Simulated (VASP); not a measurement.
# W (Im-3m) in VASP: further runs

W is run at these levels: PBE; tasks: electric field gradients, density of states.

Everything below comes from runs of VASP 6.6.1. Logs are shortened: lines on timing, memory, paths and dates and some standing lists are left out, and cuts for length are marked.

### Step 1. The cell of the first run

The structure is cubic, space group Im-3m (No. 229). Conventional cell: a = 3.257 Å, b = 3.257 Å, c = 3.257 Å, α = 90.00°, β = 90.00°, γ = 90.00°. W (site symmetry m-3m) has 14 W at 2.82 to 3.26 Å within 3.7 Å.

### Step 2. Electric field gradients, PBE (volume scaled by 1.06)

Input file INCAR:

```
ALGO     = Normal         # electronic algorithm
EDIFF    = 1E-8           # SCF threshold, eV
ENCUT    = 520            # plane-wave cutoff, eV
GGA      = PE             # functional
ISIF     = 2              # what is computed and relaxed
ISMEAR   = -1             # smearing method
LASPH    = True           # aspherical terms in the spheres
LCHARG   = False          # write CHGCAR
LEFG     = True         
LREAL    = False          # projectors in reciprocal space
LWAVE    = False          # write WAVECAR
NBANDS   = 13             # bands
NELM     = 100            # most SCF steps
PREC     = Accurate       # precision mode
SIGMA    = 0.08           # smearing width, eV
```

Input file KPOINTS:

```
k-points
0
Gamma
  14 14 14
```

Input file POSCAR:

```
W
1.0
   -1.6286275613      1.6286275613      1.6286275613
    1.6286275613     -1.6286275613      1.6286275613
    1.6286275613      1.6286275613     -1.6286275613
W
1
Direct
    0.0000000000      0.0000000000      0.0000000000
```

Potentials or basis: VASP PAW PBE potentials, release 64 (W_sv).

Command:

```
$ cat potpaw_PBE.64/W_sv/POTCAR > POTCAR
$ mpirun -np 1 vasp_std > vasp.out
```

OUTCAR:

```text
EDIFF = 1E-8
   ENCUT = 520
   GGA = PE
   ISIF = 2
   ISMEAR = -1
   LASPH = True
   LREAL = False
   NELM = 100
   PREC = Accurate

 ion  position               nearest neighbor table
   1  0.000  0.000  0.000-

  LATTYP: Found a body centered cubic cell.
 ALAT       =     3.2572551226

  Lattice vectors:

 A1 = (  -1.6286275613,   1.6286275613,   1.6286275613)
 A2 = (   1.6286275613,  -1.6286275613,   1.6286275613)
 A3 = (   1.6286275613,   1.6286275613,  -1.6286275613)

Analysis of symmetry for initial positions (statically):
=====================================================================
 Subroutine PRICEL returns:
 Original cell was already a primitive cell.

 Routine SETGRP: Setting up the symmetry group for a
 body centered cubic supercell.

 Subroutine GETGRP returns: Found 48 space group operations
 (whereof 48 operations were pure point group operations)
 out of a pool of 48 trial point group operations.

The static configuration has the point symmetry O_h .

Analysis of symmetry for dynamics (positions and initial velocities):
=====================================================================
 Subroutine PRICEL returns:
 Original cell was already a primitive cell.

 Routine SETGRP: Setting up the symmetry group for a
 body centered cubic supercell.

 Subroutine GETGRP returns: Found 48 space group operations
 (whereof 48 operations were pure point group operations)
 out of a pool of 48 trial point group operations.

The dynamic configuration has the point symmetry O_h .

 Subroutine INISYM returns: Found 48 space group operations
 (whereof 48 operations are pure point group operations),
 and found     1 'primitive' translations

----------------------------------------------------------------------------------------

                                     Primitive cell

  volume of cell :      17.2793

  direct lattice vectors                    reciprocal lattice vectors
    -1.628627561  1.628627561  1.628627561     0.000000000  0.307006962  0.307006962
[... 125 lines left out ...]
  ---------------------------------------------------
  ext. energy  EPLUGINS =         0.00000000
  ---------------------------------------------------
  free energy    TOTEN  =       -12.89082211 eV

  energy without entropy =      -12.87929464  energy(sigma->0) =      -12.88505838

 E-fermi :  10.2748     XC(G=0): -13.1604

 val. band max:       10.2545237405   @ k =   0.5000   0.5000   0.2143
 cond. band min:      10.3025877652   @ k =  -0.4286   0.5000   0.2857
 fundamental gap:      0.0480640247
 Fermi energy:        10.2748086809

 k-point     1 :       0.0000    0.0000    0.0000
  band No.  band energies     occupation
      1     -64.0820      2.00000
      2     -27.7523      2.00000
      3     -27.7523      2.00000
      4     -27.7523      2.00000
      5       1.0830      2.00000
      6       9.1341      2.00000
      7       9.1341      2.00000
      8       9.1341      2.00000
      9      12.2869      0.00000
     10      12.2869      0.00000
     11      24.5490      0.00000
     12      24.5490      0.00000
     13      24.5490      0.00000
[... 354 lines left out ...]
  band No.  band energies     occupation
      1     -63.9804      2.00000
      2     -28.4920      2.00000
      3     -28.3452      2.00000
      4     -27.8729      2.00000
      5       6.1938      2.00000
      6       7.4792      2.00000
      7       8.0743      2.00000
      8      12.4545      0.00000
      9      12.9690      0.00000
     10      17.6577      0.00000
     11      19.4214      0.00000
     12      21.3850      0.00000
     13      26.3522      0.00000

 [... further k-points ...]

------------------------ aborting loop because EDIFF is reached ----------------------------------------

  FORCE on cell =-STRESS in cart. coord.  units (eV):
  Direction    XX          YY          ZZ          XY          YZ          ZX
  --------------------------------------------------------------------------------------
  -------------------------------------------------------------------------------------
  Total       -1.8896048     -1.8896048     -1.8896048     -0.0000000     -0.0000000      0.0000000
  in kB     -175.2089264   -175.2089264   -175.2089264     -0.0000000     -0.0000000      0.0000000
  external PRESSURE =    -175.2089264 kB  Pullay stress =       0.0000000 kB

 VOLUME and BASIS-vectors are now :
 -----------------------------------------------------------------------------
  energy-cutoff  :      520.00
  volume of cell :       17.28
      direct lattice vectors                 reciprocal lattice vectors
    -1.628627561  1.628627561  1.628627561     0.000000000  0.307006962  0.307006962
     1.628627561 -1.628627561  1.628627561     0.307006962  0.000000000  0.307006962
     1.628627561  1.628627561 -1.628627561     0.307006962  0.307006962  0.000000000

 POSITION                                       TOTAL-FORCE (eV/Angst)
 -----------------------------------------------------------------------------------
      0.00000      0.00000      0.00000         0.000000      0.000000      0.000000
 -----------------------------------------------------------------------------------
    total drift:                                0.000000      0.000000      0.000000

  FREE ENERGIE OF THE ION-ELECTRON SYSTEM (eV)
  ---------------------------------------------------
  free  energy   TOTEN  =       -12.8908221062 eV

  energy  without entropy=      -12.8792946445  energy(sigma->0) =      -12.88505838

 Electric field gradients (V/A^2)
---------------------------------------------------------------------
 ion       V_xx      V_yy      V_zz      V_xy      V_xz      V_yz
---------------------------------------------------------------------
   1       0.000    -0.000    -0.000    -0.000    -0.000    -0.000
---------------------------------------------------------------------

 Electric field gradients after diagonalization (V/A^2)
 (convention: |V_zz| > |V_xx| > |V_yy|)
----------------------------------------------------------------------
 ion       V_xx      V_yy      V_zz     asymmetry (V_yy - V_xx)/ V_zz
----------------------------------------------------------------------
   1       0.000     0.000    -0.001       0.000
----------------------------------------------------------------------

           NMR quadrupolar parameters

 Cq : quadrupolar parameter    Cq=e*Q*V_zz/h
 eta: asymmetry parameters     (V_yy - V_xx)/ V_zz
 Q  : nuclear electric quadrupole moment in mb (millibarn)
----------------------------------------------------------------------
 ion       Cq(MHz)       eta       Q (mb)
----------------------------------------------------------------------
   1      -0.000       0.000       1.000
----------------------------------------------------------------------
```

stdout:

```text
POSCAR found type information on POSCAR W
 POSCAR found :  1 types and       1 ions
 scaLAPACK will be used
 LDA part: xc-table for (Slater+PW92), standard interpolation
 POSCAR, INCAR and KPOINTS ok, starting setup
 FFT: planning ... GRIDC
 FFT: planning ... GRID_SOFT
 FFT: planning ... GRID
 WAVECAR not read
 entering main loop
ion   1
```

It took 7.8 s on 1 thread of Intel Xeon 6975P-C (Granite Rapids), shared host; peak memory 0.15 GiB.

What came out:

```
Free energy            : -12.8908 eV
Pressure               : -17.5 GPa
Band gap on the k mesh : zero (band 7 reaches 14.79 eV, above the bottom of band 8 at 9.13 eV)
```

Levels at points of the mesh, in eV from the Fermi level:
```csv
k point,band 4,band 5,band 6,band 7,band 8,band 9,band 10,band 11
"(0.00, 0.00, 0.00)",-38.03,-9.19,-1.14,-1.14,-1.14,2.01,2.01,14.27
"(0.50, 0.00, 0.00)",-38.03,-5.78,-3.22,0.39,1.86,2.74,5.36,9.70
"(0.50, 0.50, 0.50)",-38.71,-5.22,-5.22,4.52,4.52,4.52,7.55,7.55
```

Caveat: without QUAD_EFG the Cq values of the log hold for a quadrupole moment of 1 mb, not for the nuclei; spin-orbit coupling is left out, which moves the levels of the heavy elements.

### Step 3. Electric field gradients, PBE (volume scaled by 1.06)

Input file INCAR:

```
SYSTEM = W
PREC = Accurate
ENCUT = 520
EDIFF = 1E-8
ISMEAR = -1
SIGMA = 0.08
LREAL = .FALSE.
LASPH = .TRUE.
NELM = 60
ALGO = Normal
ISIF = 2
LWAVE = .FALSE.
LCHARG = .FALSE.
GGA = PE
LEFG = .TRUE.
NBANDS = 13
```

Input file KPOINTS:

```
Automatic mesh
0
G
  14 14 14
  0 0 0
```

POSCAR is that of step 2.

Potentials or basis: VASP PAW PBE potentials, release 64 (W_sv).

Command:

```
$ cat potpaw_PBE.64/W_sv/POTCAR > POTCAR
$ mpirun -np 1 vasp_std > vasp.out
```

OUTCAR:

```text
SYSTEM = W
   PREC = Accurate
   ENCUT = 520
   EDIFF = 1E-8
   ISMEAR = -1
   LREAL = .FALSE.
   LASPH = .TRUE.
   NELM = 60
   ISIF = 2
   GGA = PE

 ion  position               nearest neighbor table
   1  0.000  0.000  0.000-

  LATTYP: Found a body centered cubic cell.
 ALAT       =     3.2572551226

  Lattice vectors:

 A1 = (  -1.6286275613,   1.6286275613,   1.6286275613)
 A2 = (   1.6286275613,  -1.6286275613,   1.6286275613)
 A3 = (   1.6286275613,   1.6286275613,  -1.6286275613)

Analysis of symmetry for initial positions (statically):
=====================================================================
 Subroutine PRICEL returns:
 Original cell was already a primitive cell.

 Routine SETGRP: Setting up the symmetry group for a
 body centered cubic supercell.

 Subroutine GETGRP returns: Found 48 space group operations
 (whereof 48 operations were pure point group operations)
 out of a pool of 48 trial point group operations.

The static configuration has the point symmetry O_h .

Analysis of symmetry for dynamics (positions and initial velocities):
=====================================================================
 Subroutine PRICEL returns:
 Original cell was already a primitive cell.

 Routine SETGRP: Setting up the symmetry group for a
 body centered cubic supercell.

 Subroutine GETGRP returns: Found 48 space group operations
 (whereof 48 operations were pure point group operations)
 out of a pool of 48 trial point group operations.

The dynamic configuration has the point symmetry O_h .

 Subroutine INISYM returns: Found 48 space group operations
 (whereof 48 operations are pure point group operations),
 and found     1 'primitive' translations

----------------------------------------------------------------------------------------

                                     Primitive cell

  volume of cell :      17.2793

  direct lattice vectors                    reciprocal lattice vectors
    -1.628627561  1.628627561  1.628627561     0.000000000  0.307006962  0.307006962
     1.628627561 -1.628627561  1.628627561     0.307006962  0.000000000  0.307006962
     1.628627561  1.628627561 -1.628627561     0.307006962  0.307006962  0.000000000

  length of vectors
     2.820865683  2.820865683  2.820865683     0.434173410  0.434173410  0.434173410

  position of ions in fractional coordinates (direct lattice)
     0.000000000  0.000000000  0.000000000

  ion indices of the primitive-cell ions
   primitive index   ion index
                 1           1

----------------------------------------------------------------------------------------

 KPOINTS: Automatic mesh

Automatic generation of k-mesh.
 Grid dimensions read from file:
 generate k-points for:   14   14   14

 Generating k-lattice:

  Cartesian coordinates                     Fractional coordinates (reciprocal lattice)
[... 73 lines left out ...]
   EMIN   =  10.00;   EMAX   =-10.00  energy-range for DOS
   EFERMI =   0.00;   METHOD = LEGACY
   ISMEAR =    -1;   SIGMA  =   0.08  broadening in eV -4-tet -1-fermi 0-gaus
   EFERMI_NEDOS =   21; number of points for ismear=-14 and -15
   IALGO  =     38    algorithm
   IMIX   =      4    mixing-type and parameters
     AMIX     =   0.40;   BMIX     =  1.00
     AMIX_MAG =   1.60;   BMIX_MAG =  1.00
  volume/ion in A,a.u.               =      17.28       116.61
  Fermi-wavevector in a.u.,A,eV,Ry     =   1.526192  2.884084 31.691518  2.329261
  Thomas-Fermi vector in A             =   2.634259
   LORBIT       =      0    0 simple, 1 ext, 2 COOP (PROOUT), +10 PAW based schemes
   GGA     = PE    functional components
   LHFCALC =     F    Hartree Fock is set to
   AEXX    =    0.0000 exact exchange contribution
   IVDW    =     0    specifies the selected vdW correction
   LEPSILON=     F    determine dielectric tensor
   LRPA    =     F    only Hartree local field effects (RPA)
 non-spin polarized calculation
  energy-cutoff  :      520.00
  volume of cell :       17.28
 maximum number of plane-waves:       476
 NGX is ok and might be reduce to    24
   NGX = 11   NGY = 11   NGZ = 11

 number of electron      13.9999998 magnetization

 Free energy of the ion-electron system (eV)
  ---------------------------------------------------
  ext. energy  EPLUGINS =         0.00000000
  ---------------------------------------------------
  free energy    TOTEN  =       -12.89082211 eV

  energy without entropy =      -12.87929464  energy(sigma->0) =      -12.88505838

 E-fermi :  10.2748     XC(G=0): -13.1604

 val. band max:       10.2545237405   @ k =   0.5000   0.5000   0.2143
 cond. band min:      10.3025877652   @ k =  -0.4286   0.5000   0.2857
 fundamental gap:      0.0480640247
 Fermi energy:        10.2748086809

 k-point     1 :       0.0000    0.0000    0.0000
  band No.  band energies     occupation
      1     -64.0820      2.00000
      2     -27.7523      2.00000
      3     -27.7523      2.00000
      4     -27.7523      2.00000
      5       1.0830      2.00000
      6       9.1341      2.00000
      7       9.1341      2.00000
      8       9.1341      2.00000
      9      12.2869      0.00000
     10      12.2869      0.00000
     11      24.5490      0.00000
     12      24.5490      0.00000
     13      24.5490      0.00000
[... 354 lines left out ...]
  band No.  band energies     occupation
      1     -63.9804      2.00000
      2     -28.4920      2.00000
      3     -28.3452      2.00000
      4     -27.8729      2.00000
      5       6.1938      2.00000
      6       7.4792      2.00000
      7       8.0743      2.00000
      8      12.4545      0.00000
      9      12.9690      0.00000
     10      17.6577      0.00000
     11      19.4214      0.00000
     12      21.3850      0.00000
     13      26.3522      0.00000

 [... further k-points ...]

------------------------ aborting loop because EDIFF is reached ----------------------------------------

  FORCE on cell =-STRESS in cart. coord.  units (eV):
  Direction    XX          YY          ZZ          XY          YZ          ZX
  --------------------------------------------------------------------------------------
  -------------------------------------------------------------------------------------
  Total       -1.8896048     -1.8896048     -1.8896048     -0.0000000     -0.0000000      0.0000000
  in kB     -175.2089264   -175.2089264   -175.2089264     -0.0000000     -0.0000000      0.0000000
  external PRESSURE =    -175.2089264 kB  Pullay stress =       0.0000000 kB

 VOLUME and BASIS-vectors are now :
 -----------------------------------------------------------------------------
  energy-cutoff  :      520.00
  volume of cell :       17.28
      direct lattice vectors                 reciprocal lattice vectors
    -1.628627561  1.628627561  1.628627561     0.000000000  0.307006962  0.307006962
     1.628627561 -1.628627561  1.628627561     0.307006962  0.000000000  0.307006962
     1.628627561  1.628627561 -1.628627561     0.307006962  0.307006962  0.000000000

 POSITION                                       TOTAL-FORCE (eV/Angst)
 -----------------------------------------------------------------------------------
      0.00000      0.00000      0.00000         0.000000      0.000000      0.000000
 -----------------------------------------------------------------------------------
    total drift:                                0.000000      0.000000      0.000000

  FREE ENERGIE OF THE ION-ELECTRON SYSTEM (eV)
  ---------------------------------------------------
  free  energy   TOTEN  =       -12.8908221062 eV

  energy  without entropy=      -12.8792946445  energy(sigma->0) =      -12.88505838

 Electric field gradients (V/A^2)
---------------------------------------------------------------------
 ion       V_xx      V_yy      V_zz      V_xy      V_xz      V_yz
---------------------------------------------------------------------
   1       0.000    -0.000    -0.000    -0.000    -0.000    -0.000
---------------------------------------------------------------------

 Electric field gradients after diagonalization (V/A^2)
 (convention: |V_zz| > |V_xx| > |V_yy|)
----------------------------------------------------------------------
 ion       V_xx      V_yy      V_zz     asymmetry (V_yy - V_xx)/ V_zz
----------------------------------------------------------------------
   1       0.000     0.000    -0.001       0.000
----------------------------------------------------------------------

           NMR quadrupolar parameters

 Cq : quadrupolar parameter    Cq=e*Q*V_zz/h
 eta: asymmetry parameters     (V_yy - V_xx)/ V_zz
 Q  : nuclear electric quadrupole moment in mb (millibarn)
----------------------------------------------------------------------
 ion       Cq(MHz)       eta       Q (mb)
----------------------------------------------------------------------
   1      -0.000       0.000       1.000
----------------------------------------------------------------------
```

OSZICAR:

```text
N       E                     dE             d eps       ncg     rms          rms(c)
DAV:   1     0.859557558593E+02    0.85956E+02   -0.74028E+03  2712   0.120E+03
DAV:   2    -0.118447892414E+02   -0.97801E+02   -0.94068E+02  3084   0.316E+02
DAV:   3    -0.135770369881E+02   -0.17322E+01   -0.17265E+01  2969   0.408E+01
DAV:   4    -0.135850098371E+02   -0.79728E-02   -0.79727E-02  2959   0.307E+00
DAV:   5    -0.135850823256E+02   -0.72489E-04   -0.72489E-04  3004   0.277E-01    0.178E+01
DAV:   6    -0.130292747343E+02    0.55581E+00   -0.50331E-01  2794   0.920E+00    0.653E+00
DAV:   7    -0.128951149592E+02    0.13416E+00   -0.23676E-01  2954   0.597E+00    0.849E-01
DAV:   8    -0.128908355577E+02    0.42794E-02   -0.41567E-03  2759   0.811E-01    0.963E-02
DAV:   9    -0.128908261740E+02    0.93837E-05   -0.11484E-04  3024   0.128E-01    0.482E-02
DAV:  10    -0.128908214656E+02    0.47084E-05   -0.11781E-05  2844   0.455E-02    0.127E-02
DAV:  11    -0.128908223220E+02   -0.85636E-06   -0.32399E-07  2894   0.598E-03    0.623E-04
DAV:  12    -0.128908221144E+02    0.20762E-06   -0.80155E-09  2065   0.102E-03    0.157E-04
DAV:  13    -0.128908221062E+02    0.81654E-08   -0.58458E-10  1427   0.308E-04
   1 F= -.12890822E+02 E0= -.12885058E+02  d E =-.115275E-01
```

Run time: 8.7 s. Hardware: 1 thread of Intel Xeon 6975P-C (Granite Rapids), shared host; peak memory 0.15 GiB.

What came out:

| Quantity | Value |
| --- | --- |
| Free energy | -12.8908 eV |
| Pressure | -17.5 GPa |
| Band gap on the k mesh | zero (band 7 reaches 14.79 eV, above the bottom of band 8 at 9.13 eV) |

Caveat: without QUAD_EFG the Cq values of the log hold for a quadrupole moment of 1 mb, not for the nuclei; spin-orbit coupling is left out, which moves the levels of the heavy elements.

(Part 1 of 2 ends here.)
